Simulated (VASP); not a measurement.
# Zn (C2/m) in VASP: a series of runs

Zn is run at these levels: LDA; tasks: electric field gradients.

All numbers are computed with VASP 6.6.1; they aren't measurements. Logs are shortened: lines on timing, memory, paths and dates and some standing lists are left out, and cuts for length are marked.

### 1 The cell of the first run

The structure is monoclinic, space group C2/m (No. 12). The conventional cell has a = 4.824 Å, b = 2.785 Å, c = 4.512 Å, α = 90.00°, β = 90.00°, γ = 90.00°. Zn (site symmetry m) has 10 Zn at 2.27 to 2.97 Å within 3.0 Å.

### 2 Electric field gradients, LDA (shortest bond scaled by 0.82)

Contents of INCAR:

```
ALGO = Normal
EDIFF = 1E-8
ENCUT = 520
ISIF = 2
ISMEAR = -1
LASPH = True
LCHARG = False
LEFG = True
LREAL = False
LWAVE = False
NBANDS = 19
NELM = 80
PREC = Accurate
SIGMA = 0.05
```

Contents of KPOINTS:

```
k-points
0
Gamma
  12 12 7
```

Contents of POSCAR:

```
Zn
1.0
    2.7850770257      0.0000000000      0.0000000000
   -1.3925385129      2.4119474558      0.0000000000
    0.0000000000      0.0000000000      4.5118247817
Zn
2
Direct
    0.2733333333      0.6366666667      0.2050000000
    0.7266666667      0.3633333333      0.7950000000
```

Potentials or basis: VASP PAW LDA potentials, release 64 (Zn).

Command:

```sh
cat potpaw_LDA.64/Zn/POTCAR > POTCAR
mpirun -np 1 vasp_std > vasp.out
```

OUTCAR:

```text
EDIFF = 1E-8
   ENCUT = 520
   ISIF = 2
   ISMEAR = -1
   LASPH = True
   LREAL = False
   NELM = 80
   PREC = Accurate

 ion  position               nearest neighbor table
   1  0.273  0.637  0.205-   2 2.27   2 2.56   2 2.56   2 2.97
   2  0.727  0.363  0.795-   1 2.27   1 2.56   1 2.56   1 2.97

  LATTYP: Found a hexagonal cell.
 ALAT       =     2.7850770257
 C/A-ratio  =     1.6200000000

  Lattice vectors:

 A1 = (   2.7850770257,   0.0000000000,   0.0000000000)
 A2 = (  -1.3925385129,   2.4119474558,   0.0000000000)
 A3 = (   0.0000000000,   0.0000000000,   4.5118247817)

Analysis of symmetry for initial positions (statically):
=====================================================================
 Subroutine PRICEL returns:
 Original cell was already a primitive cell.

 Routine SETGRP: Setting up the symmetry group for a
 hexagonal supercell.

 Subroutine GETGRP returns: Found  4 space group operations
 (whereof  4 operations were pure point group operations)
 out of a pool of 24 trial point group operations.

The static configuration has the point symmetry C_2h.

Analysis of symmetry for dynamics (positions and initial velocities):
=====================================================================
 Subroutine PRICEL returns:
 Original cell was already a primitive cell.

 Routine SETGRP: Setting up the symmetry group for a
 hexagonal supercell.

 Subroutine GETGRP returns: Found  4 space group operations
 (whereof  4 operations were pure point group operations)
 out of a pool of 24 trial point group operations.

The dynamic configuration has the point symmetry C_2h.

 Subroutine INISYM returns: Found  4 space group operations
 (whereof  4 operations are pure point group operations),
 and found     1 'primitive' translations

----------------------------------------------------------------------------------------

                                     Primitive cell

  volume of cell :      30.3080

  direct lattice vectors                    reciprocal lattice vectors
     2.785077026  0.000000000  0.000000000     0.359056497  0.207301365  0.000000000
    -1.392538513  2.411947456  0.000000000     0.000000000  0.414602730  0.000000000
     0.000000000  0.000000000  4.511824782     0.000000000  0.000000000  0.221639813

  length of vectors
[... 113 lines left out ...]
 non-spin polarized calculation
  energy-cutoff  :      520.00
  volume of cell :       30.31
 maximum number of plane-waves:       834
 NGX is ok and might be reduce to    24
   NGX = 11   NGY = 11   NGZ = 17

 number of electron      24.0000003 magnetization

 Free energy of the ion-electron system (eV)
  ---------------------------------------------------
  ext. energy  EPLUGINS =         0.00000000
  ---------------------------------------------------
  free energy    TOTEN  =        -3.27261270 eV

  energy without entropy =       -3.27038014  energy(sigma->0) =       -3.27149642

 E-fermi :   2.8732     XC(G=0): -11.8509

 val. band max:        2.8107427652   @ k =   0.3333   0.3333   0.4286
 cond. band min:       2.8767932887   @ k =   0.3333   0.3333   0.2857
 fundamental gap:      0.0660505235
 Fermi energy:         2.8732426754

 k-point     1 :       0.0000    0.0000    0.0000
  band No.  band energies     occupation
      1      -7.7846      2.00000
      2      -5.8737      2.00000
      3      -5.3241      2.00000
      4      -5.0903      2.00000
      5      -5.0724      2.00000
      6      -5.0347      2.00000
[... 505 lines left out ...]
      6      -4.6861      2.00000
[... 11 lines left out ...]
     18      16.2300      0.00000
     19      18.2425      0.00000

 [... further k-points ...]
[... 5 lines left out ...]
  --------------------------------------------------------------------------------------
  -------------------------------------------------------------------------------------
  Total       -0.5440538     -0.6555088      0.5086562      0.0965229      0.5579734      0.9664382
  in kB      -28.7604147    -34.6522827     26.8891863      5.1025073     29.4962490     51.0890003
  external PRESSURE =     -12.1745037 kB  Pullay stress =       0.0000000 kB

 VOLUME and BASIS-vectors are now :
 -----------------------------------------------------------------------------
  energy-cutoff  :      520.00
  volume of cell :       30.31
      direct lattice vectors                 reciprocal lattice vectors
     2.785077026  0.000000000  0.000000000     0.359056497  0.207301365  0.000000000
    -1.392538513  2.411947456  0.000000000     0.000000000  0.414602730  0.000000000
     0.000000000  0.000000000  4.511824782     0.000000000  0.000000000  0.221639813

 POSITION                                       TOTAL-FORCE (eV/Angst)
 -----------------------------------------------------------------------------------
     -0.12533      1.53561      0.92492         0.574300      0.331572      1.825398
      1.51787      0.87634      3.58690        -0.574300     -0.331572     -1.825398
 -----------------------------------------------------------------------------------
    total drift:                               -0.000000      0.000000      0.000000

  FREE ENERGIE OF THE ION-ELECTRON SYSTEM (eV)
  ---------------------------------------------------
  free  energy   TOTEN  =        -3.2726126968 eV

  energy  without entropy=       -3.2703801440  energy(sigma->0) =       -3.27149642

 Electric field gradients (V/A^2)
---------------------------------------------------------------------
 ion       V_xx      V_yy      V_zz      V_xy      V_xz      V_yz
---------------------------------------------------------------------
   1      -7.677     5.102     2.575   -11.064    -5.457    -3.150
   2      -7.677     5.102     2.575   -11.064    -5.457    -3.150
---------------------------------------------------------------------

 Electric field gradients after diagonalization (V/A^2)
 (convention: |V_zz| > |V_xx| > |V_yy|)
----------------------------------------------------------------------
 ion       V_xx      V_yy      V_zz     asymmetry (V_yy - V_xx)/ V_zz
----------------------------------------------------------------------
   1      11.489     4.692   -16.180       0.420
   2      11.489     4.692   -16.180       0.420
----------------------------------------------------------------------

           NMR quadrupolar parameters

 Cq : quadrupolar parameter    Cq=e*Q*V_zz/h
 eta: asymmetry parameters     (V_yy - V_xx)/ V_zz
 Q  : nuclear electric quadrupole moment in mb (millibarn)
----------------------------------------------------------------------
 ion       Cq(MHz)       eta       Q (mb)
----------------------------------------------------------------------
   1      -0.039       0.420       1.000
   2      -0.039       0.420       1.000
----------------------------------------------------------------------
```

stdout:

```text
POSCAR found type information on POSCAR Zn
 POSCAR found :  1 types and       2 ions
 scaLAPACK will be used
 LDA part: xc-table for (Slater(with rela. corr.)+CA(PZ))
 , standard interpolation
 POSCAR, INCAR and KPOINTS ok, starting setup
 FFT: planning ... GRIDC
 FFT: planning ... GRID_SOFT
 FFT: planning ... GRID
 WAVECAR not read
 entering main loop
ion   1
     0.0000468    -0.5750487    -0.0932121    -0.0741416    -0.1614480    -0.3320045
     0.0000645    -0.5750487    -0.0932121    -0.0741416    -0.1614480    -0.3320045
     0.0000888    -0.5750487    -0.0932121    -0.0741416    -0.1614480    -0.3320045
     0.0001223    -0.5750486    -0.0932120    -0.0741416    -0.1614480    -0.3320045

     0.0000468    10.4006211     3.1990740    -1.5903240     5.5409587     6.0048014
     0.0000645    10.4003737     3.1990003    -1.5903357     5.5408311     6.0046585
     0.0000888    10.3999666     3.1988798    -1.5903552     5.5406224     6.0044235
     0.0001223    10.3992999     3.1986838    -1.5903877     5.5402828     6.0040386

ion   2
     0.0000468    -0.5750487    -0.0932121    -0.0741416    -0.1614480    -0.3320045
     0.0000645    -0.5750487    -0.0932121    -0.0741416    -0.1614480    -0.3320045
     0.0000888    -0.5750487    -0.0932121    -0.0741416    -0.1614480    -0.3320045
     0.0001223    -0.5750486    -0.0932120    -0.0741416    -0.1614480    -0.3320045

     0.0000468    10.4006211     3.1990740    -1.5903240     5.5409587     6.0048014
     0.0000645    10.4003737     3.1990003    -1.5903357     5.5408311     6.0046585
     0.0000888    10.3999666     3.1988798    -1.5903552     5.5406224     6.0044235
     0.0001223    10.3992999     3.1986838    -1.5903877     5.5402828     6.0040386
```

Wall time 55 s (1 thread of Intel Xeon Platinum 8559C (Emerald Rapids), shared host); peak memory 0.23 GiB.

Results:

```yaml
Free_energy: -3.2726 eV
Pressure: -1.2 GPa
Largest_force: 1.942 eV/Å
Band_gap_on_the_k_mesh: zero (bands 12 and 13 overlap by 3.13 eV)
Largest_electric_field_gradient_by_atom: Zn -16.2 V/Å²
```

Forces in eV/Å, atoms in the order of the input:
```
Zn   0.574  0.332  1.825
Zn  -0.574 -0.332 -1.825
```

Levels at points of the mesh, in eV from the Fermi level:
| k point | band 8 | band 9 | band 10 | band 11 | band 12 | band 13 | band 14 | band 15 | band 16 | band 17 |
| --- | --- | --- | --- | --- | --- | --- | --- | --- | --- | --- |
| (0.00, 0.00, 0.00) | -7.57 | -7.39 | -7.29 | -7.04 | -2.53 | -1.46 | 14.11 | 15.13 | 15.78 | 16.91 |
| (0.50, 0.00, 0.00) | -7.31 | -7.17 | -7.10 | -3.28 | -3.16 | 3.69 | 4.00 | 5.50 | 6.03 | 8.01 |
| (0.00, 0.50, 0.00) | -7.24 | -7.20 | -7.04 | -3.45 | -2.94 | 3.06 | 4.28 | 4.79 | 7.03 | 8.24 |

Electric field gradients, principal values (V/Å²):
```csv
atom,least,middle,greatest (by size)
1 Zn,4.692,11.489,-16.180
2 Zn,4.692,11.489,-16.180
```

Caveat: the cell differs from its parent crystal (shortest bond scaled by 0.82); the stress differs along the axes, from -3 to 3 GPa; without QUAD_EFG the Cq values of the log hold for a quadrupole moment of 1 mb, not for the nuclei; forces of over 1 eV/Å act on the atoms, so gaps and moduli don't describe the material at rest.

### 3 Electric field gradients, LDA (shortest bond scaled by 0.76)

Contents of INCAR:

```
SYSTEM = Zn
  PREC = Accurate
  ENCUT = 520
  EDIFF = 1E-8
  ISMEAR = -1
  SIGMA = 0.05
  LREAL = .False.
  LASPH = .True.
  NELM = 80
  ALGO = Normal
  ISIF = 2
  LWAVE = .False.
  LCHARG = .False.
  GGA = CA
  LEFG = .True.
  NBANDS = 19
```

Contents of KPOINTS:

```
Automatic mesh
0
Gamma
  12 12 7
  0 0 0
```

Contents of POSCAR:

```
Zn
1.0
    2.7850770257      0.0000000000      0.0000000000
   -1.3925385129      2.4119474558      0.0000000000
    0.0000000000      0.0000000000      4.5118247817
Zn
2
Direct
    0.2533333333      0.6266666667      0.1900000000
    0.7466666667      0.3733333333      0.8100000000
```

Potentials or basis: VASP PAW LDA potentials, release 64 (Zn).

Command:

```sh
cat potpaw_LDA.64/Zn/POTCAR > POTCAR
mpirun -np 1 vasp_std > vasp.out
```

OUTCAR:

```text
SYSTEM = Zn
   PREC = Accurate
   ENCUT = 520
   EDIFF = 1E-8
   ISMEAR = -1
   LREAL = .False.
   LASPH = .True.
   NELM = 80
   ISIF = 2
   GGA = CA

 ion  position               nearest neighbor table
   1  0.253  0.627  0.190-   2 2.11   2 2.51   2 2.51
   2  0.747  0.373  0.810-   1 2.11   1 2.51   1 2.51

  LATTYP: Found a hexagonal cell.
 ALAT       =     2.7850770257
 C/A-ratio  =     1.6200000000

  Lattice vectors:

 A1 = (   2.7850770257,   0.0000000000,   0.0000000000)
 A2 = (  -1.3925385129,   2.4119474558,   0.0000000000)
 A3 = (   0.0000000000,   0.0000000000,   4.5118247817)

Analysis of symmetry for initial positions (statically):
=====================================================================
 Subroutine PRICEL returns:
 Original cell was already a primitive cell.

 Routine SETGRP: Setting up the symmetry group for a
 hexagonal supercell.

 Subroutine GETGRP returns: Found  4 space group operations
 (whereof  4 operations were pure point group operations)
 out of a pool of 24 trial point group operations.

The static configuration has the point symmetry C_2h.

Analysis of symmetry for dynamics (positions and initial velocities):
=====================================================================
 Subroutine PRICEL returns:
 Original cell was already a primitive cell.

 Routine SETGRP: Setting up the symmetry group for a
 hexagonal supercell.

 Subroutine GETGRP returns: Found  4 space group operations
 (whereof  4 operations were pure point group operations)
 out of a pool of 24 trial point group operations.

The dynamic configuration has the point symmetry C_2h.
[... 146 lines left out ...]

 E-fermi :   2.8756     XC(G=0): -11.7973

 val. band max:        2.8020604736   @ k =   0.4167  -0.3333   0.1429
 cond. band min:       2.8772245700   @ k =  -0.4167   0.4167   0.2857
 fundamental gap:      0.0751640963
 Fermi energy:         2.8756481944

 k-point     1 :       0.0000    0.0000    0.0000
  band No.  band energies     occupation
      1      -7.9753      2.00000
      2      -6.1491      2.00000
      3      -5.7703      2.00000
      4      -5.3801      2.00000
      5      -5.2956      2.00000
      6      -5.1675      2.00000
[... 505 lines left out ...]
      6      -4.6756      2.00000
[... 11 lines left out ...]
     18      15.9031      0.00000
     19      18.4323      0.00000

 [... further k-points ...]
[... 5 lines left out ...]
  --------------------------------------------------------------------------------------
  -------------------------------------------------------------------------------------
  Total        0.6788897      0.0388676      3.2290805      0.5542754      1.3055263      2.2612378
  in kB       35.8882709      2.0546639    170.6994736     29.3007631     69.0142741    119.5362281
  external PRESSURE =      69.5474695 kB  Pullay stress =       0.0000000 kB

 VOLUME and BASIS-vectors are now :
 -----------------------------------------------------------------------------
  energy-cutoff  :      520.00
  volume of cell :       30.31
      direct lattice vectors                 reciprocal lattice vectors
     2.785077026  0.000000000  0.000000000     0.359056497  0.207301365  0.000000000
    -1.392538513  2.411947456  0.000000000     0.000000000  0.414602730  0.000000000
     0.000000000  0.000000000  4.511824782     0.000000000  0.000000000  0.221639813

 POSITION                                       TOTAL-FORCE (eV/Angst)
 -----------------------------------------------------------------------------------
     -0.16710      1.51149      0.85725         1.378661      0.795970      3.443653
      1.55964      0.90046      3.65458        -1.378661     -0.795970     -3.443653
 -----------------------------------------------------------------------------------
    total drift:                                0.000000     -0.000000      0.000000

  FREE ENERGIE OF THE ION-ELECTRON SYSTEM (eV)
  ---------------------------------------------------
  free  energy   TOTEN  =        -2.8242831568 eV

  energy  without entropy=       -2.8221944452  energy(sigma->0) =       -2.82323880

 Electric field gradients (V/A^2)
---------------------------------------------------------------------
 ion       V_xx      V_yy      V_zz      V_xy      V_xz      V_yz
---------------------------------------------------------------------
   1      -8.209    10.270    -2.061   -16.008   -10.843    -6.260
   2      -8.209    10.270    -2.061   -16.008   -10.843    -6.260
---------------------------------------------------------------------

 Electric field gradients after diagonalization (V/A^2)
 (convention: |V_zz| > |V_xx| > |V_yy|)
----------------------------------------------------------------------
 ion       V_xx      V_yy      V_zz     asymmetry (V_yy - V_xx)/ V_zz
----------------------------------------------------------------------
   1      19.514     4.939   -24.453       0.596
   2      19.514     4.939   -24.453       0.596
----------------------------------------------------------------------

           NMR quadrupolar parameters

 Cq : quadrupolar parameter    Cq=e*Q*V_zz/h
 eta: asymmetry parameters     (V_yy - V_xx)/ V_zz
 Q  : nuclear electric quadrupole moment in mb (millibarn)
----------------------------------------------------------------------
 ion       Cq(MHz)       eta       Q (mb)
----------------------------------------------------------------------
   1      -0.059       0.596       1.000
   2      -0.059       0.596       1.000
----------------------------------------------------------------------
```

OSZICAR:

```text
N       E                     dE             d eps       ncg     rms          rms(c)
DAV:   1     0.115398104201E+03    0.11540E+03   -0.12433E+04 10838   0.201E+03
DAV:   2     0.260613970986E+01   -0.11279E+03   -0.10922E+03 10612   0.300E+02
DAV:   3    -0.312069770523E+01   -0.57268E+01   -0.57025E+01 11685   0.742E+01
DAV:   4    -0.315918155044E+01   -0.38484E-01   -0.38474E-01 11447   0.633E+00
DAV:   5    -0.315923882770E+01   -0.57277E-04   -0.57276E-04 11327   0.223E-01    0.587E+00
DAV:   6    -0.286433308449E+01    0.29491E+00   -0.88511E-01 11707   0.201E+01    0.391E+00
DAV:   7    -0.283372732254E+01    0.30606E-01   -0.67512E-02 11388   0.332E+00    0.171E+00
DAV:   8    -0.282474208058E+01    0.89852E-02   -0.56065E-03 13179   0.894E-01    0.190E-01
DAV:   9    -0.282427642406E+01    0.46566E-03   -0.12859E-03 11842   0.269E-01    0.306E-02
DAV:  10    -0.282428348686E+01   -0.70628E-05   -0.71938E-05 11148   0.780E-02    0.106E-02
DAV:  11    -0.282428319265E+01    0.29421E-06   -0.28167E-06 13884   0.301E-02    0.224E-03
DAV:  12    -0.282428315588E+01    0.36766E-07   -0.68032E-07 12215   0.113E-02    0.108E-03
DAV:  13    -0.282428315683E+01   -0.95133E-09   -0.21312E-08 10213   0.111E-03
   1 F= -.28242832E+01 E0= -.28232388E+01  d E =-.208871E-02
```

Run time: 54 s. Hardware: 1 thread of Intel Xeon Platinum 8559C (Emerald Rapids), shared host; peak memory 0.23 GiB.

What came out:

```
Free energy                             : -2.8243 eV
Pressure                                : 7.0 GPa
Largest force                           : 3.794 eV/Å
Band gap on the k mesh                  : zero (bands 12 and 13 overlap by 3.18 eV)
Largest electric field gradient by atom : Zn -24.5 V/Å²
```

Forces in eV/Å, atoms in the order of the input:
```
Zn   1.379  0.796  3.444
Zn  -1.379 -0.796 -3.444
```

Levels at points of the mesh, in eV from the Fermi level:
```tsv
k point	band 8	band 9	band 10	band 11	band 12	band 13	band 14	band 15	band 16	band 17
(0.00, 0.00, 0.00)	-7.59	-7.37	-7.37	-7.03	-2.29	-1.54	13.99	15.27	15.40	16.74
(0.50, 0.00, 0.00)	-7.50	-7.24	-7.19	-3.33	-3.32	3.69	3.72	6.18	6.20	7.85
(0.00, 0.50, 0.00)	-7.36	-7.30	-7.05	-3.56	-3.01	3.04	4.58	4.67	7.31	8.28
```

Electric field gradients, principal values (V/Å²):
```
atom  least  middle  greatest (by size)
1 Zn  4.939  19.514             -24.453
2 Zn  4.939  19.514             -24.453
```

Caveat: the cell differs from its parent crystal (shortest bond scaled by 0.76); the stress differs along the axes, from 0 to 17 GPa; without QUAD_EFG the Cq values of the log hold for a quadrupole moment of 1 mb, not for the nuclei; forces of over 1 eV/Å act on the atoms, so gaps and moduli don't describe the material at rest.

(Continued in part 2 of 3.)

The gap in the log of VASP goes by the Fermi energy; the results here count the filled bands.